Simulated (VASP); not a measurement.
Wanted: the native input for a VASP 6.6.1 run.

| Quantity | Value |
| --- | --- |
| Task | single point |
| Functional | LDA |
| Potentials or basis | VASP PAW LDA potentials, release 64 (Ni) |
| Cutoff | 520 eV |
| k mesh | 13 × 13 × 13 |
| Occupations | fermi-dirac, width 0.05 eV |
| Spin | collinear spin, ferromagnetic start |
| Starting moments | [1.0] μB |
| Dipole correction | no |
| Further INCAR settings | ALGO = Fast; EDIFF = 1e-06; NBANDS = 15 |

The structure of Ni lies in POSCAR:

```
Ni
1.0
    0.0000000000      1.7716516424      1.7716516424
    1.7716516424      0.0000000000      1.7716516424
    1.7716516424      1.7716516424      0.0000000000
Ni
1
Direct
    0.0000000000      0.0000000000      0.0000000000
```

This cell differs from its parent crystal: volume scaled by 1.06.

These files were run (other wordings do the same):

INCAR

```
ALGO = Fast
EDIFF = 1E-6
ENCUT = 520
ISIF = 2
ISMEAR = -1
ISPIN = 2
LASPH = True
LCHARG = False
LMAXMIX = 4
LORBIT = 11
LREAL = False
LWAVE = False
MAGMOM = 1
NBANDS = 15
NELM = 150
PREC = Accurate
SIGMA = 0.05
```

KPOINTS

```
k-points
0
Gamma
  13 13 13
```

Potentials or basis: VASP PAW LDA potentials, release 64 (Ni).

The run is started by

```bash
$ cat potpaw_LDA.64/Ni/POTCAR > POTCAR
$ mpirun -np 1 vasp_std > vasp.out
```

Results of the run:

```
Pressure                                              : -20.3 GPa
Net moment                                            : 0.62 μB per cell
Site moments                                          : Ni +0.62 μB
Valence electrons inside the program's atomic spheres : Ni 9.28
```

Run time: 41 s on 1 thread of AMD EPYC 7R43 64-Core Processor (Zen 3), on a shared host, peak memory 0.1 GiB.
